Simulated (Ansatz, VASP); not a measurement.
## One calculation of ZrS, two programs

```
CELL_PARAMETERS angstrom
0.00000 2.62500 2.70375
2.62500 0.00000 2.70375
2.62500 2.62500 0.00000
ATOMIC_POSITIONS crystal
Zr 0.00000 0.00000 0.00000
S 0.50000 0.50000 0.50000
```

Change from the starting cell: strain +0.000 along x and y, +0.030 along z, atoms carried along.

Alike in both runs: task single point; functional PBEsol; k mesh 16 × 16 × 16; occupations gaussian, width 0.15 eV; no spin polarisation.

|  | VASP | Ansatz |
| --- | --- | --- |
| version | VASP 6.6.1 | Ansatz 0.2.0 |
| potentials or method | VASP PAW PBE potentials, release 64 (Zr_sv, S), cutoff 520 eV | scalar-relativistic, plane waves, PAW |
| valence electrons in the cell | 18 | 18 |

```csv
,VASP,Ansatz,Ansatz less VASP
gap on the k mesh at the Fermi level (eV),none,none,-
pressure (GPa),-9.3,-9.4,-0.18
"traceless stress, the component that is largest in VASP (GPa)",-3.59,-3.56,+0.035
```

VASP's potentials were made for PBE, not for PBEsol. A gap of «none» marks a metal or a gap that the smearing closes.
